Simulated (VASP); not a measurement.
Set up this calculation in VASP 6.6.1, as the native input.

```yaml
Task: single point
Functional: LDA
Potentials_or_basis: VASP PAW LDA potentials, release 64 (Sn_d)
Cutoff: 520 eV
k_mesh: 14 × 14 × 14
Occupations: fermi-dirac, width 0.1 eV
Spin: no spin polarisation
Dipole_correction: no
Further_INCAR_settings: ALGO = Normal; EDIFF = 1e-06; NBANDS = 21
```

The structure of Sn lies in POSCAR:

```
Sn
1.0
    0.0000000000      3.2380799624      3.2380799624
    3.2380799624      0.0000000000      3.2380799624
    3.2380799624      3.2380799624      0.0000000000
Sn
2
Direct
    0.5000000000      0.5000000000      0.5000000000
    0.7500000000      0.7500000000      0.7500000000
```

This isn't the form of Sn at room conditions, which is tetragonal (white tin).

The input as run:

INCAR

```
SYSTEM = Sn
ALGO     = Normal         ! electronic algorithm
EDIFF    = 1E-6           ! SCF threshold, eV
ENCUT    = 520            ! plane-wave cutoff, eV
GGA      = CA             ! functional
ISIF     = 2              ! what is computed and relaxed
ISMEAR   = -1             ! smearing method
LASPH    = .TRUE.         ! aspherical terms in the spheres
LCHARG   = .FALSE.        ! write CHGCAR
LREAL    = .FALSE.        ! projectors in reciprocal space
LWAVE    = .FALSE.        ! write WAVECAR
NBANDS   = 21             ! bands
NELM     = 80             ! most SCF steps
PREC     = Accurate       ! precision mode
SIGMA    = 0.1            ! smearing width, eV
```

KPOINTS

```
k-points
0
G
  14 14 14
  0 0 0
```

Potentials or basis: VASP PAW LDA potentials, release 64 (Sn_d).

Run with:

```bash
$ cat potpaw_LDA.64/Sn_d/POTCAR > POTCAR
$ mpirun -np 1 vasp_std > vasp.out
```

It gave:

```
Pressure               : 0.0 GPa
Band gap on the k mesh : zero (bands 14 and 15 overlap by 0.17 eV)
```

Caveat: spin-orbit coupling is left out, which moves the levels of the heavy elements.

Wall time 50 s on 1 thread of Intel(R) Xeon(R) 6975P-C (Granite Rapids) (shared host), peak memory 0.24 GiB.
